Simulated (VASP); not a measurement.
# MgO (Fm-3m) in VASP: single point with r2SCAN

Aim: the single point of MgO with r2SCAN.

Everything below comes from runs of VASP 6.6.1. Logs are shortened: lines on timing, memory, paths and dates and some standing lists are left out, and cuts for length are marked.

### 1 The cell of the first run

It takes space group Fm-3m (No. 225, cubic). Conventional cell: a = 4.232 Å, b = 4.232 Å, c = 4.232 Å, α = 90.00°, β = 90.00°, γ = 90.00°. Mg (site symmetry m-3m) has 6 O at 2.12 Å within 2.8 Å. Within 2.8 Å of O (site symmetry m-3m) lie 6 Mg at 2.12 Å.

### 2 Single point, r2SCAN

POSCAR

```
MgO
1.0
    0.0000000000      2.1159000000      2.1159000000
    2.1159000000      0.0000000000      2.1159000000
    2.1159000000      2.1159000000      0.0000000000
Mg O
1 1
Direct
    0.0000000000      0.0000000000      0.0000000000
    0.5000000000      0.5000000000      0.5000000000
```

INCAR.step1

```
  ALGO = Normal
  EDIFF = 1E-5
  ENCUT = 920
  GGA = PE
  GGA_COMPAT = False
  ISMEAR = 0
  LASPH = True
  LCHARG = False
  LREAL = False
  LWAVE = True
  NBANDS = 15
  NELM = 120
  PREC = Accurate
  SIGMA = 0.15
```

INCAR.step2

```
  ALGO = Normal
  EDIFF = 1E-6
  ENCUT = 920
  GGA_COMPAT = False
  ISIF = 2
  ISMEAR = 0
  ISTART = 1
  LASPH = True
  LCHARG = False
  LMIXTAU = True
  LREAL = False
  LWAVE = False
  METAGGA = R2SCAN
  NBANDS = 15
  NELM = 120
  PREC = Accurate
  SIGMA = 0.15
```

KPOINTS

```
k-points
0
Gamma
  8 8 8
```

Potentials or basis: VASP PAW PBE potentials, release 64 (Mg_sv, O).

The run is started by

```console
> cat potpaw_PBE.64/Mg_sv/POTCAR potpaw_PBE.64/O/POTCAR > POTCAR
> cp INCAR.step1 INCAR
> mpirun -np 1 vasp_std > vasp.out
> cp INCAR.step2 INCAR
> mpirun -np 1 vasp_std > vasp.out
```

OUTCAR:

```text
EDIFF = 1E-6
   ENCUT = 920
   ISIF = 2
   ISMEAR = 0
   ISTART = 1
   LASPH = True
   LREAL = False
   METAGGA = R2SCAN
   NELM = 120
   PREC = Accurate

 ion  position               nearest neighbor table
   1  0.000  0.000  0.000-   2 2.12   2 2.12   2 2.12   2 2.12   2 2.12   2 2.12
   2  0.500  0.500  0.500-   1 2.12   1 2.12   1 2.12   1 2.12   1 2.12   1 2.12

  LATTYP: Found a face centered cubic cell.
 ALAT       =     4.2318000000

  Lattice vectors:

 A1 = (   0.0000000000,   2.1159000000,   2.1159000000)
 A2 = (   2.1159000000,   0.0000000000,   2.1159000000)
 A3 = (   2.1159000000,   2.1159000000,   0.0000000000)

Analysis of symmetry for initial positions (statically):
=====================================================================
 Subroutine PRICEL returns:
 Original cell was already a primitive cell.

 Routine SETGRP: Setting up the symmetry group for a
 face centered cubic supercell.

 Subroutine GETGRP returns: Found 48 space group operations
 (whereof 48 operations were pure point group operations)
 out of a pool of 48 trial point group operations.

The static configuration has the point symmetry O_h .

Analysis of symmetry for dynamics (positions and initial velocities):
=====================================================================
 Subroutine PRICEL returns:
 Original cell was already a primitive cell.

 Routine SETGRP: Setting up the symmetry group for a
 face centered cubic supercell.

 Subroutine GETGRP returns: Found 48 space group operations
 (whereof 48 operations were pure point group operations)
 out of a pool of 48 trial point group operations.

The dynamic configuration has the point symmetry O_h .

 Subroutine INISYM returns: Found 48 space group operations
 (whereof 48 operations are pure point group operations),
 and found     1 'primitive' translations

----------------------------------------------------------------------------------------

                                     Primitive cell

  volume of cell :      18.9459

  direct lattice vectors                    reciprocal lattice vectors
     0.000000000  2.115900000  2.115900000    -0.236306064  0.236306064  0.236306064
     2.115900000  0.000000000  2.115900000     0.236306064 -0.236306064  0.236306064
     2.115900000  2.115900000  0.000000000     0.236306064  0.236306064 -0.236306064

  length of vectors
     2.992334477  2.992334477  2.992334477     0.409294108  0.409294108  0.409294108

  position of ions in fractional coordinates (direct lattice)
[... 91 lines left out ...]
   NUPDOWN=      -1.0000    fix difference up-down
   EMIN   =  10.00;   EMAX   =-10.00  energy-range for DOS
   EFERMI =   0.00;   METHOD = LEGACY
   ISMEAR =     0;   SIGMA  =   0.15  broadening in eV -4-tet -1-fermi 0-gaus
   EFERMI_NEDOS =   21; number of points for ismear=-14 and -15
   IALGO  =     38    algorithm
   IMIX   =      4    mixing-type and parameters
     AMIX     =   0.40;   BMIX     =  1.00
     AMIX_MAG =   1.60;   BMIX_MAG =  1.00
  volume/ion in A,a.u.               =       9.47        63.93
  Fermi-wavevector in a.u.,A,eV,Ry     =   1.547425  2.924210 32.579491  2.394525
  Thomas-Fermi vector in A             =   2.652520
   LORBIT       =      0    0 simple, 1 ext, 2 COOP (PROOUT), +10 PAW based schemes
   METAGGA = R2SCAN    functional components
   LHFCALC =     F    Hartree Fock is set to
   AEXX    =    0.0000 exact exchange contribution
   IVDW    =     0    specifies the selected vdW correction
   LEPSILON=     F    determine dielectric tensor
   LRPA    =     F    only Hartree local field effects (RPA)
 non-spin polarized calculation
 Gauss-broadening in eV      SIGMA  =   0.15
  energy-cutoff  :      920.00
  volume of cell :       18.95
 maximum number of plane-waves:      1243
 NGX is ok and might be reduce to    30
   NGX = 15   NGY = 15   NGZ = 15

 number of electron      15.9999995 magnetization

 Free energy of the ion-electron system (eV)
  ---------------------------------------------------
  ext. energy  EPLUGINS =         0.00000000
  ---------------------------------------------------
  free energy    TOTEN  =       -16.15274039 eV

  energy without entropy =      -16.15274039  energy(sigma->0) =      -16.15274039

 E-fermi :   3.2454     XC(G=0): -11.9637

 val. band max:        2.4082133686   @ k =   0.0000   0.0000   0.0000
 cond. band min:       7.9135399294   @ k =   0.0000   0.0000   0.0000
 fundamental gap:      5.5053265608
 Fermi energy:         3.2454188946

 k-point     1 :       0.0000    0.0000    0.0000
  band No.  band energies     occupation
      1     -72.6166      2.00000
      2     -37.7041      2.00000
      3     -37.7041      2.00000
      4     -37.7041      2.00000
      5     -15.7087      2.00000
      6       2.4082      2.00000
      7       2.4082      2.00000
      8       2.4082      2.00000
      9       7.9135      0.00000
     10      19.1869      0.00000
     11      19.1869      0.00000
     12      19.1869      0.00000
     13      23.2515      0.00000
     14      25.0712      0.00000
[... 401 lines left out ...]
      2     -37.7712      2.00000
      3     -37.7312      2.00000
      4     -37.7185      2.00000
      5     -14.3389      2.00000
      6      -1.5180      2.00000
      7       0.5066      2.00000
      8       1.4226      2.00000
      9      12.9548      0.00000
     10      15.6303      0.00000
     11      16.9878      0.00000
     12      20.4262      0.00000
     13      24.0551      0.00000
     14      25.7789      0.00000
     15      30.0066      0.00000

 [... further k-points ...]

------------------------ aborting loop because EDIFF is reached ----------------------------------------

  FORCE on cell =-STRESS in cart. coord.  units (eV):
  Direction    XX          YY          ZZ          XY          YZ          ZX
  --------------------------------------------------------------------------------------
  -------------------------------------------------------------------------------------
  Total       -0.3098985     -0.3098985     -0.3098985      0.0000000      0.0000000      0.0000000
  in kB      -26.2068415    -26.2068415    -26.2068415      0.0000000      0.0000000      0.0000000
  external PRESSURE =     -26.2068415 kB  Pullay stress =       0.0000000 kB

 VOLUME and BASIS-vectors are now :
 -----------------------------------------------------------------------------
  energy-cutoff  :      920.00
  volume of cell :       18.95
      direct lattice vectors                 reciprocal lattice vectors
     0.000000000  2.115900000  2.115900000    -0.236306064  0.236306064  0.236306064
     2.115900000  0.000000000  2.115900000     0.236306064 -0.236306064  0.236306064
     2.115900000  2.115900000  0.000000000     0.236306064  0.236306064 -0.236306064

 POSITION                                       TOTAL-FORCE (eV/Angst)
 -----------------------------------------------------------------------------------
      0.00000      0.00000      0.00000        -0.000000     -0.000000     -0.000000
      2.11590      2.11590      2.11590         0.000000      0.000000      0.000000
 -----------------------------------------------------------------------------------
    total drift:                                0.000000      0.000000      0.000000

  FREE ENERGIE OF THE ION-ELECTRON SYSTEM (eV)
  ---------------------------------------------------
  free  energy   TOTEN  =       -16.1527403902 eV

  energy  without entropy=      -16.1527403902  energy(sigma->0) =      -16.15274039
```

OSZICAR.step1:

```text
N       E                     dE             d eps       ncg     rms          rms(c)
DAV:   1     0.170918837488E+03    0.17092E+03   -0.14332E+04   870   0.190E+03
DAV:   2    -0.741070924417E+01   -0.17833E+03   -0.16843E+03   989   0.458E+02
DAV:   3    -0.133963402239E+02   -0.59856E+01   -0.59596E+01  1167   0.812E+01
DAV:   4    -0.134810288971E+02   -0.84689E-01   -0.84684E-01   954   0.970E+00
DAV:   5    -0.134825546144E+02   -0.15257E-02   -0.15257E-02  1143   0.112E+00    0.862E+00
DAV:   6    -0.119046674067E+02    0.15779E+01   -0.25966E+00   933   0.148E+01    0.286E+00
DAV:   7    -0.118914886531E+02    0.13179E-01   -0.13410E-01  1045   0.346E+00    0.173E+00
DAV:   8    -0.118813065356E+02    0.10182E-01   -0.38667E-02  1052   0.226E+00    0.335E-01
DAV:   9    -0.118801866685E+02    0.11199E-02   -0.35920E-03  1003   0.553E-01    0.100E-01
DAV:  10    -0.118803896741E+02   -0.20301E-03   -0.28801E-04  1073   0.186E-01    0.489E-02
DAV:  11    -0.118803797727E+02    0.99014E-05   -0.25907E-05  1045   0.514E-02
   1 F= -.11880380E+02 E0= -.11880380E+02  d E =-.102385E-14
```

Run time: 61 s. Hardware: 1 thread of Intel Xeon Platinum 8488C (Sapphire Rapids), shared host; peak memory 0.17 GiB.

Results:

```
Free energy            : -16.1527 eV
Pressure               : -2.6 GPa
Band gap on the k mesh : 5.51 eV
```

Caveat: the PAW data sets were made with another functional, which shifts forces and pressure a little. r2SCAN opens gaps a little over a GGA but as a rule still falls short of measured ones.
